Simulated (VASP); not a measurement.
BaO, 2 atoms in the cell. Symmetry: Immm, No. 71, orthorhombic system. Conventional cell: a = 3.891 Å, b = 3.950 Å, c = 5.544 Å, α = 90.00°, β = 90.00°, γ = 90.00°. Within 3.7 Å of Ba (site symmetry mmm) lie 6 O at 2.77 Å. O (site symmetry mmm) has 6 Ba at 2.77 Å within 3.7 Å.  This cell differs from its parent crystal: shear xy strain +1.5%.

- Program: VASP 6.6.1
- Task: single point
- Functional: HSE06
- Potentials or basis: VASP PAW PBE potentials, release 64 (Ba_sv, O)
- Cutoff: 520 eV
- k mesh: 6 × 6 × 6
- Occupations: gaussian, width 0.01 eV
- Spin: no spin polarisation
- Dipole correction: no
- Grid for exact exchange (PRECFOCK): Normal
- Further INCAR settings: ALGO = Normal; EDIFF = 1e-06; NBANDS = 15
- Share of exact exchange: 0.25
- Screening parameter: 0.2079 1/Å

Potentials or basis: VASP PAW PBE potentials, release 64 (Ba_sv, O).

Command:

```bash
$ cat potpaw_PBE.64/Ba_sv/POTCAR potpaw_PBE.64/O/POTCAR > POTCAR
$ cp INCAR.step1 INCAR
$ mpirun -np 4 vasp_std > vasp.out
$ cp INCAR.step2 INCAR
$ mpirun -np 4 vasp_std > vasp.out
```

Hardware: 4 MPI ranks on Intel(R) Xeon(R) Platinum 8259CL CPU @ 2.50GHz (Skylake/Cascade Lake), with other jobs on the host.

Task: Estimate the wall time of this run.

Result: It took 32 min on 4 MPI ranks on Intel(R) Xeon(R) Platinum 8259CL CPU @ 2.50GHz (Skylake/Cascade Lake), with other jobs on the host, peak memory 0.3 GiB a rank. Counts: k points 46.
